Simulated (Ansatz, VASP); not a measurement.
# Two plane-wave programs on Al2Cu

The input INCAR:

```
SYSTEM = Al2Cu
ALGO = Fast ; EDIFF = 1E-6
ENCUT = 520 ; GGA = PS
ISIF = 2 ; ISMEAR = 0
LASPH = .TRUE. ; LCHARG = .FALSE.
LREAL = .FALSE. ; LWAVE = .FALSE.
NBANDS = 26 ; NELM = 100
PREC = Accurate ; SIGMA = 0.15
```

The input KPOINTS:

```
k-points
0
G
  10 10 10
  0 0 0
```

POSCAR

```
Al2Cu
1.0
   -3.1163500000      3.1163500000      2.5103500000
    3.1163500000     -3.1163500000      2.5103500000
    3.1163500000      3.1163500000     -2.5103500000
Al Cu
4 2
Direct
    0.1593210787      0.6593210787      0.8186421574
    0.6593210787      0.8406789213      0.5000000000
    0.8406789213      0.3406789213      0.1813578426
    0.3406789213      0.1593210787      0.5000000000
    0.7500000000      0.7500000000      0.0000000000
    0.2500000000      0.2500000000      0.0000000000
```

Input for Ansatz:

```yaml
crystal:
  lattice:
    - [-3.11635, 3.11635, 2.51035]
    - [3.11635, -3.11635, 2.51035]
    - [3.11635, 3.11635, -2.51035]
  atoms:
    - { symbol: Al, position: [0.1593210787, 0.6593210787, 0.8186421574] }
    - { symbol: Al, position: [0.6593210787, 0.8406789213, 0.5] }
    - { symbol: Al, position: [0.8406789213, 0.3406789213, 0.1813578426] }
    - { symbol: Al, position: [0.3406789213, 0.1593210787, 0.5] }
    - { symbol: Cu, position: [0.75, 0.75, 0.0] }
    - { symbol: Cu, position: [0.25, 0.25, 0.0] }
basis:
  ecutwfc: 520.0
kpoints:
  mp_grid: { grid: [10, 10, 10] }
hamiltonian:
  xc: pbesol
  pseudopotentials: { kind: paw, azcp: { folder: soft_1 } }
scf:
  occupations: { method: gaussian, width: 0.15 }
output:
  forces: true
  stress: true
  eigenvalues: true
```

Alike in both runs: task single point; functional PBEsol; k mesh 10 × 10 × 10; occupations gaussian, width 0.15 eV; no spin polarisation.

|  | VASP | Ansatz |
| --- | --- | --- |
| version | VASP 6.6.1 | Ansatz 0.2.0 |
| potentials or method | VASP PAW PBE potentials, release 64 (Al, Cu), cutoff 520 eV | scalar-relativistic, plane waves, PAW |
| valence electrons in the cell | 34 | 50 |

Ansatz gave:

| Quantity | Value |
| --- | --- |
| gap on the k mesh at the Fermi level (eV) | none |
| pressure (GPa) | -9.9 |
| traceless stress, the component that is largest in VASP (GPa) | -0.06 |
| rms of the force components (eV/Å) | 0.031 |

**Question.** Estimate VASP's values.

**Answer.** gap on the k mesh at the Fermi level (eV): none; pressure (GPa): -9.7; traceless stress, the component that is largest in VASP (GPa): -0.03; rms of the force components (eV/Å): 0.029.

VASP's potentials were made for PBE, not for PBEsol, and Ansatz warns of the same on its side. Atom by atom the forces differ by 0.001 eV/Å (rms over components). A gap of «none» marks a metal or a gap that the smearing closes. The functional is the same, so the differences come from potentials, cutoffs and numerics. VASP's potentials hold 34 valence electrons a cell and Ansatz's 50, so a difference there can come from the potentials and not from the codes.
